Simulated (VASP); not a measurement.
# MnHg (P4/mmm) in VASP: notebook

Runs on MnHg. Level: PBE. Tasks: single point.

Program: VASP 6.6.1. These are calculated values, not measurements. Logs are shortened: lines on timing, memory, paths and dates and some standing lists are left out, and cuts for length are marked.

## Step 1: The cell of the first run

Symmetry: P4/mmm, No. 123, tetragonal system. Conventional cell: a = 3.288 Å, b = 3.288 Å, c = 3.313 Å, α = 90.00°, β = 90.00°, γ = 90.00°. Within 3.8 Å of Mn (site symmetry 4/mmm) lie 8 Hg at 2.85 Å and 6 Mn at 3.29 to 3.31 Å. Within 3.8 Å of Hg (site symmetry 4/mmm) lie 8 Mn at 2.85 Å and 6 Hg at 3.29 to 3.31 Å.

## Step 2: Single point, PBE, collinear spin, ferromagnetic start

Contents of INCAR:

```
SYSTEM = MnHg
ALGO = Normal
EDIFF = 1E-6
ENCUT = 520
GGA = PE
ISIF = 2
ISMEAR = -1
ISPIN = 2
LASPH = .True.
LCHARG = .False.
LMAXMIX = 4
LORBIT = 11
LREAL = .False.
LWAVE = .False.
MAGMOM = 4 0
NBANDS = 24
NELM = 150
PREC = Accurate
SIGMA = 0.05
```

Contents of KPOINTS:

```
k-points
0
Gamma
  10 10 10
  0 0 0
```

Contents of POSCAR:

```
MnHg
1.0
    3.2880000000      0.0000000000      0.0000000000
    0.0000000000      3.2880000000      0.0000000000
    0.0000000000      0.0000000000      3.3130000000
Mn Hg
1 1
Direct
    0.5000000000      0.5000000000      0.5000000000
    0.0000000000      0.0000000000      0.0000000000
```

Potentials or basis: VASP PAW PBE potentials, release 64 (Mn_pv, Hg).

Launch:

```sh
$ cat potpaw_PBE.64/Mn_pv/POTCAR potpaw_PBE.64/Hg/POTCAR > POTCAR
$ mpirun -np 1 vasp_std > vasp.out
```

OUTCAR:

```text
SYSTEM = MnHg
   EDIFF = 1E-6
   ENCUT = 520
   GGA = PE
   ISIF = 2
   ISMEAR = -1
   ISPIN = 2
   LASPH = .True.
   LORBIT = 11
   LREAL = .False.
   NELM = 150
   PREC = Accurate

 ion  position               nearest neighbor table
   1  0.500  0.500  0.500-   2 2.85   2 2.85   2 2.85   2 2.85   2 2.85   2 2.85   2 2.85   2 2.85

   2  0.000  0.000  0.000-   1 2.85   1 2.85   1 2.85   1 2.85   1 2.85   1 2.85   1 2.85   1 2.85

  LATTYP: Found a simple tetragonal cell.
 ALAT       =     3.2880000000
 C/A-ratio  =     1.0076034063

  Lattice vectors:

 A1 = (   3.2880000000,   0.0000000000,   0.0000000000)
 A2 = (   0.0000000000,   3.2880000000,   0.0000000000)
 A3 = (   0.0000000000,   0.0000000000,   3.3130000000)

Analysis of symmetry for initial positions (statically):
=====================================================================
 Subroutine PRICEL returns:
 Original cell was already a primitive cell.

 Routine SETGRP: Setting up the symmetry group for a
 simple tetragonal supercell.

 Subroutine GETGRP returns: Found 16 space group operations
 (whereof 16 operations were pure point group operations)
 out of a pool of 16 trial point group operations.

The static configuration has the point symmetry D_4h.

Analysis of symmetry for dynamics (positions and initial velocities):
=====================================================================
 Subroutine PRICEL returns:
 Original cell was already a primitive cell.

 Routine SETGRP: Setting up the symmetry group for a
 simple tetragonal supercell.

 Subroutine GETGRP returns: Found 16 space group operations
 (whereof 16 operations were pure point group operations)
 out of a pool of 16 trial point group operations.

The dynamic configuration has the point symmetry D_4h.

Analysis of structural, dynamic, and magnetic symmetry:
=====================================================================
 Subroutine PRICEL returns:
 Original cell was already a primitive cell.

 Routine SETGRP: Setting up the symmetry group for a
 simple tetragonal supercell.

 Subroutine GETGRP returns: Found 16 space group operations
 (whereof 16 operations were pure point group operations)
 out of a pool of 16 trial point group operations.

The overall configuration has the point symmetry D_4h.

 Subroutine INISYM returns: Found 16 space group operations
 (whereof 16 operations are pure point group operations),
 and found     1 'primitive' translations

----------------------------------------------------------------------------------------

                                     Primitive cell

  volume of cell :      35.8167

[... 105 lines left out ...]
   IALGO  =     38    algorithm
   IMIX   =      4    mixing-type and parameters
     AMIX     =   0.40;   BMIX     =  1.00
     AMIX_MAG =   1.60;   BMIX_MAG =  1.00
  volume/ion in A,a.u.               =      17.91       120.85
  Fermi-wavevector in a.u.,A,eV,Ry     =   1.452200  2.744260 28.693127  2.108885
  Thomas-Fermi vector in A             =   2.569610
   LORBIT       =     11    0 simple, 1 ext, 2 COOP (PROOUT), +10 PAW based schemes
   GGA     = PE    functional components
   LHFCALC =     F    Hartree Fock is set to
   AEXX    =    0.0000 exact exchange contribution
   IVDW    =     0    specifies the selected vdW correction
   LEPSILON=     F    determine dielectric tensor
   LRPA    =     F    only Hartree local field effects (RPA)
 spin polarized calculation
  energy-cutoff  :      520.00
  volume of cell :       35.82
 maximum number of plane-waves:       984
   NGX = 13   NGY = 13   NGZ = 13

 number of electron      25.0000000 magnetization       3.8619057

 Free energy of the ion-electron system (eV)
  ---------------------------------------------------
  ext. energy  EPLUGINS =         0.00000000
  ---------------------------------------------------
  free energy    TOTEN  =        -8.49103904 eV

  energy without entropy =       -8.47473111  energy(sigma->0) =       -8.48288508

 E-fermi :   5.6925     XC(G=0): -11.7762

 val. band max:        5.6825051033   @ k =   0.1000   0.0000   0.5000
 cond. band min:       5.6953361620   @ k =   0.5000   0.0000   0.1000
 fundamental gap:      0.0128310587
 Fermi energy:         5.6925092978

 spin component 1

 k-point     1 :       0.0000    0.0000    0.0000
  band No.  band energies     occupation
      1     -44.4451      1.00000
      2     -44.4404      1.00000
      3     -44.4404      1.00000
      4      -4.0820      1.00000
      5      -2.6682      1.00000
      6      -2.6564      1.00000
[... 637 lines left out ...]
     23      22.3707      0.00000
     24      24.2229      0.00000

 [... further k-points ...]

 spin component 2

 k-point     1 :       0.0000    0.0000    0.0000
  band No.  band energies     occupation
      1     -40.4423      1.00000
      2     -40.4389      1.00000
      3     -40.4389      1.00000
      4      -3.8702      1.00000
      5      -2.6525      1.00000
      6      -2.6386      1.00000
[... 637 lines left out ...]
     23      22.7898      0.00000
     24      24.6591      0.00000

 [... further k-points ...]
[... 5 lines left out ...]
  --------------------------------------------------------------------------------------
  -------------------------------------------------------------------------------------
  Total        0.4722128      0.4722128      0.4829574      0.0000000      0.0000000      0.0000000
  in kB       21.1233721     21.1233721     21.6040077      0.0000000      0.0000000      0.0000000
  external PRESSURE =      21.2835839 kB  Pullay stress =       0.0000000 kB

 VOLUME and BASIS-vectors are now :
 -----------------------------------------------------------------------------
  energy-cutoff  :      520.00
  volume of cell :       35.82
      direct lattice vectors                 reciprocal lattice vectors
     3.288000000  0.000000000  0.000000000     0.304136253  0.000000000  0.000000000
     0.000000000  3.288000000  0.000000000     0.000000000  0.304136253  0.000000000
     0.000000000  0.000000000  3.313000000     0.000000000  0.000000000  0.301841232

 POSITION                                       TOTAL-FORCE (eV/Angst)
 -----------------------------------------------------------------------------------
      1.64400      1.64400      1.65650         0.000000      0.000000      0.000000
      0.00000      0.00000      0.00000         0.000000      0.000000      0.000000
 -----------------------------------------------------------------------------------
    total drift:                                0.000000      0.000000     -0.000000

  FREE ENERGIE OF THE ION-ELECTRON SYSTEM (eV)
  ---------------------------------------------------
  free  energy   TOTEN  =        -8.4910390379 eV

  energy  without entropy=       -8.4747311132  energy(sigma->0) =       -8.48288508

 total charge

# of ion       s       p       d       tot
------------------------------------------
    1        0.252   6.179   4.987  11.418
    2        0.815   0.531   9.257  10.603
--------------------------------------------------
tot          1.067   6.710  14.244  22.021

 magnetization (x)

# of ion       s       p       d       tot
------------------------------------------
    1        0.027   0.016   3.741   3.784
    2       -0.047  -0.059   0.048  -0.059
--------------------------------------------------
tot         -0.020  -0.044   3.789   3.725
```

stdout:

```text
POSCAR found type information on POSCAR MnHg
 POSCAR found :  2 types and       2 ions
 scaLAPACK will be used
 LDA part: xc-table for (Slater+PW92), standard interpolation
 POSCAR, INCAR and KPOINTS ok, starting setup
 FFT: planning ... GRIDC
 FFT: planning ... GRID_SOFT
 FFT: planning ... GRID
 WAVECAR not read
 entering main loop
```

Wall time 57 s (1 thread of Intel Xeon 6975P-C (Granite Rapids), shared host); peak memory 0.28 GiB.

What came out:

- Free energy: -8.4910 eV
- Pressure: 2.1 GPa
- Net moment: 3.86 μB per cell
- Site moments: Mn +3.78; Hg -0.06 μB
- Valence electrons inside the program's atomic spheres: Mn 11.42; Hg 10.60

Levels at points of the mesh, in eV from the Fermi level:
Spin up:
```
           k point  band 11  band 12  band 13  band 14  band 15  band 16  band 17  band 18  band 19  band 20
(0.00, 0.00, 0.00)    -2.91    -2.04    -2.04    -2.03     4.79     5.01     5.01     8.80    11.24    11.36
(0.50, 0.00, 0.00)    -3.30    -2.78    -2.75    -2.26    -1.52    10.07    10.27    10.70    11.22    11.42
(0.50, 0.50, 0.00)    -2.06    -2.06    -1.98    -1.68    -1.68     0.74     3.04    11.78    11.78    12.05
(0.00, 0.00, 0.50)    -3.31    -2.75    -2.75    -2.25    -1.57    10.20    10.20    10.80    11.35    11.35
(0.50, 0.00, 0.50)    -2.06    -2.05    -1.99    -1.73    -1.72     0.70     2.97    11.91    11.92    12.22
(0.50, 0.50, 0.50)    -3.75    -1.98    -1.95     0.51     4.17     4.17     4.22     4.61     4.89     4.89
```
Spin down:
| k point | band 9 | band 10 | band 11 | band 12 | band 13 | band 14 |
| --- | --- | --- | --- | --- | --- | --- |
| (0.00, 0.00, 0.00) | -7.10 | 0.28 | 0.30 | 1.48 | 1.48 | 1.49 |
| (0.50, 0.00, 0.00) | -4.99 | -4.52 | -0.08 | 0.37 | 0.42 | 1.28 |
| (0.50, 0.50, 0.00) | -3.48 | -1.44 | -1.44 | 0.50 | 1.30 | 1.30 |
| (0.00, 0.00, 0.50) | -5.07 | -4.55 | -0.09 | 0.41 | 0.41 | 1.30 |
| (0.50, 0.00, 0.50) | -3.55 | -1.49 | -1.48 | 0.46 | 1.31 | 1.32 |
| (0.50, 0.50, 0.50) | -1.64 | -1.64 | -1.64 | 0.38 | 1.90 | 1.92 |

Caveat: spin-orbit coupling is left out, which moves the levels of the heavy elements.

## Step 3: Single point, PBE, collinear spin, ferromagnetic start (volume scaled by 0.95)

Contents of INCAR:

```
SYSTEM = MnHg
  PREC = Accurate
  ENCUT = 520
  EDIFF = 1E-6
  ISMEAR = -1
  SIGMA = 0.05
  LREAL = .FALSE.
  LASPH = .TRUE.
  NELM = 150
  ALGO = Normal
  ISIF = 2
  LWAVE = .FALSE.
  LCHARG = .FALSE.
  ISPIN = 2
  MAGMOM = 4 0
  LORBIT = 11
  LMAXMIX = 4
  GGA = PE
  NBANDS = 24
```

Contents of KPOINTS:

```
Automatic mesh
0
G
  10 10 10
  0 0 0
```

Contents of POSCAR:

```
MnHg
1.0
    3.2322604184      0.0000000000      0.0000000000
    0.0000000000      3.2322604184      0.0000000000
    0.0000000000      0.0000000000      3.2568366077
Mn Hg
1 1
Direct
    0.5000000000      0.5000000000      0.5000000000
    0.0000000000      0.0000000000      0.0000000000
```

Potentials or basis: VASP PAW PBE potentials, release 64 (Mn_pv, Hg).

Launch:

```sh
$ cat potpaw_PBE.64/Mn_pv/POTCAR potpaw_PBE.64/Hg/POTCAR > POTCAR
$ mpirun -np 1 vasp_std > vasp.out
```

OUTCAR:

```text
SYSTEM = MnHg
   PREC = Accurate
   ENCUT = 520
   EDIFF = 1E-6
   ISMEAR = -1
   LREAL = .FALSE.
   LASPH = .TRUE.
   NELM = 150
   ISIF = 2
   ISPIN = 2
   LORBIT = 11
   GGA = PE

 ion  position               nearest neighbor table
   1  0.500  0.500  0.500-   2 2.81   2 2.81   2 2.81   2 2.81   2 2.81   2 2.81   2 2.81   2 2.81

   2  0.000  0.000  0.000-   1 2.81   1 2.81   1 2.81   1 2.81   1 2.81   1 2.81   1 2.81   1 2.81

  LATTYP: Found a simple tetragonal cell.
 ALAT       =     3.2322604184
 C/A-ratio  =     1.0076034063

  Lattice vectors:

 A1 = (   3.2322604184,   0.0000000000,   0.0000000000)
 A2 = (   0.0000000000,   3.2322604184,   0.0000000000)
 A3 = (   0.0000000000,   0.0000000000,   3.2568366077)

Analysis of symmetry for initial positions (statically):
=====================================================================
 Subroutine PRICEL returns:
 Original cell was already a primitive cell.

 Routine SETGRP: Setting up the symmetry group for a
 simple tetragonal supercell.

 Subroutine GETGRP returns: Found 16 space group operations
[... 837 lines left out ...]
 spin component 2

 k-point     1 :       0.0000    0.0000    0.0000
  band No.  band energies     occupation
      1     -39.9473      1.00000
      2     -39.9421      1.00000
      3     -39.9421      1.00000
      4      -3.7455      1.00000
      5      -2.4175      1.00000
      6      -2.4028      1.00000
[... 637 lines left out ...]
     23      23.7514      0.00000
     24      25.7452      0.00000

 [... further k-points ...]
[... 5 lines left out ...]
  --------------------------------------------------------------------------------------
  -------------------------------------------------------------------------------------
  Total        1.5833032      1.5833032      1.5623497      0.0000000      0.0000000      0.0000000
  in kB       74.5531533     74.5531533     73.5665138      0.0000000      0.0000000      0.0000000
  external PRESSURE =      74.2242735 kB  Pullay stress =       0.0000000 kB

 VOLUME and BASIS-vectors are now :
 -----------------------------------------------------------------------------
  energy-cutoff  :      520.00
  volume of cell :       34.03
      direct lattice vectors                 reciprocal lattice vectors
     3.232260418  0.000000000  0.000000000     0.309381012  0.000000000  0.000000000
     0.000000000  3.232260418  0.000000000     0.000000000  0.309381012  0.000000000
     0.000000000  0.000000000  3.256836608     0.000000000  0.000000000  0.307046414

 POSITION                                       TOTAL-FORCE (eV/Angst)
 -----------------------------------------------------------------------------------
      1.61613      1.61613      1.62842         0.000000      0.000000      0.000000
      0.00000      0.00000      0.00000         0.000000      0.000000      0.000000
 -----------------------------------------------------------------------------------
    total drift:                                0.000000      0.000000     -0.000000

  FREE ENERGIE OF THE ION-ELECTRON SYSTEM (eV)
  ---------------------------------------------------
  free  energy   TOTEN  =        -8.4386574173 eV

  energy  without entropy=       -8.4215213059  energy(sigma->0) =       -8.43008936

 total charge

# of ion       s       p       d       tot
------------------------------------------
    1        0.258   6.197   5.015  11.470
    2        0.821   0.572   9.260  10.653
--------------------------------------------------
tot          1.080   6.769  14.275  22.123

 magnetization (x)

# of ion       s       p       d       tot
------------------------------------------
    1        0.025   0.016   3.659   3.700
    2       -0.049  -0.058   0.052  -0.054
--------------------------------------------------
tot         -0.024  -0.042   3.712   3.646
```

stdout:

```text
POSCAR found type information on POSCAR MnHg
 POSCAR found :  2 types and       2 ions
 scaLAPACK will be used
 LDA part: xc-table for (Slater+PW92), standard interpolation
 POSCAR, INCAR and KPOINTS ok, starting setup
 FFT: planning ... GRIDC
 FFT: planning ... GRID_SOFT
 FFT: planning ... GRID
 WAVECAR not read
 entering main loop
```

Run time: 76 s. Hardware: 1 thread of Intel Xeon 6975P-C, shared host; peak memory 0.27 GiB.

Results:

* Free energy: -8.4387 eV
* Pressure: 7.4 GPa
* Net moment: 3.78 μB per cell
* Site moments: Mn +3.70; Hg -0.05 μB
* Valence electrons inside the program's atomic spheres: Mn 11.47; Hg 10.65

Caveat: spin-orbit coupling is left out, which moves the levels of the heavy elements.

## Step 4: Single point, PBE, collinear spin, ferromagnetic start (volume scaled by 0.975)

Contents of INCAR:

```
ALGO     = Normal         # electronic algorithm
EDIFF    = 1E-7           # SCF threshold, eV
ENCUT    = 520            # plane-wave cutoff, eV
GGA      = PE             # functional
ISIF     = 2              # what is computed and relaxed
ISMEAR   = -1             # smearing method
ISPIN    = 2              # spin polarisation
LASPH    = T              # aspherical terms in the spheres
LCHARG   = F              # write CHGCAR
LMAXMIX  = 4              # l up to which the mixer works
LORBIT   = 11             # projections on sites
LREAL    = F              # projectors in reciprocal space
LWAVE    = F              # write WAVECAR
MAGMOM   = 4 0            # initial moments
NBANDS   = 24             # bands
NELM     = 150            # most SCF steps
PREC     = Accurate       # precision mode
SIGMA    = 0.05           # smearing width, eV
```

Contents of KPOINTS:

```
k-points
0
Gamma
  10 10 10
```

Contents of POSCAR:

```
MnHg
1.0
    3.2603684415      0.0000000000      0.0000000000
    0.0000000000      3.2603684415      0.0000000000
    0.0000000000      0.0000000000      3.2851583476
Mn Hg
1 1
Direct
    0.5000000000      0.5000000000      0.5000000000
    0.0000000000      0.0000000000      0.0000000000
```

Launch:

```sh
$ cat potpaw_PBE.64/Mn_pv/POTCAR potpaw_PBE.64/Hg/POTCAR > POTCAR
$ mpirun -np 1 vasp_std > vasp.out
```

Wall time 91 s (1 thread of Intel Xeon 6975P-C, shared host); peak memory 0.27 GiB.

It converged, with:

```
Free energy                                           : -8.4723 eV
Pressure                                              : 4.5 GPa
Net moment                                            : 3.82 μB per cell
Site moments                                          : Mn +3.74; Hg -0.06 μB
Valence electrons inside the program's atomic spheres : Mn 11.44; Hg 10.63
```

Levels at points of the mesh, in eV from the Fermi level:
Spin up:
```csv
k point,band 13,band 14,band 15,band 16,band 17,band 18
"(0.00, 0.00, 0.00)",-1.95,-1.95,4.90,5.12,5.12,9.18
"(0.50, 0.00, 0.00)",-2.71,-2.19,-1.42,10.31,10.51,11.00
"(0.50, 0.50, 0.00)",-1.88,-1.72,-1.72,0.91,3.25,11.93
"(0.00, 0.00, 0.50)",-2.71,-2.18,-1.48,10.44,10.44,11.10
"(0.50, 0.00, 0.50)",-1.90,-1.77,-1.75,0.87,3.18,12.06
"(0.50, 0.50, 0.50)",-1.86,0.66,4.30,4.30,4.35,4.82
```
Spin down:
```
           k point  band 8  band 9  band 10  band 11  band 12  band 13  band 14  band 15
(0.00, 0.00, 0.00)   -7.16   -7.14     0.28     0.30     1.52     1.52     1.53     5.26
(0.50, 0.00, 0.00)   -7.04   -4.98    -4.60    -0.12     0.36     0.42     1.31     2.10
(0.50, 0.50, 0.00)   -6.54   -3.48    -1.47    -1.47     0.52     1.35     1.35     1.92
(0.00, 0.00, 0.50)   -7.03   -5.07    -4.64    -0.13     0.41     0.41     1.33     2.05
(0.50, 0.00, 0.50)   -6.56   -3.55    -1.52    -1.51     0.47     1.36     1.36     1.91
(0.50, 0.50, 0.50)   -6.51   -1.70    -1.69    -1.69     0.53     1.94     1.96     5.77
```

Caveat: spin-orbit coupling is left out, which moves the levels of the heavy elements.

## Step 5: Overview

```csv
cell,gap on the mesh (eV),pressure (GPa),moment (μB)
"a = 3.288, b = 3.288, c = 3.313 Å, 2 atoms",none,2.1,3.86
"a = 3.232, b = 3.232, c = 3.257 Å, 2 atoms",none,7.4,3.78
"a = 3.260, b = 3.260, c = 3.285 Å, 2 atoms",none,4.5,3.82
```

Alike in all rows: task single point; level PBE; potentials or basis VASP PAW PBE potentials, release 64 (Mn_pv, Hg); spin collinear, ferromagnetic start; k mesh 10 × 10 × 10; cutoff (eV) 520; smearing fermi-dirac 0.05 eV.

Caveats: spin-orbit coupling is left out, which moves the levels of the heavy elements.

Absolute energies hang on the potentials; compare differences alone.
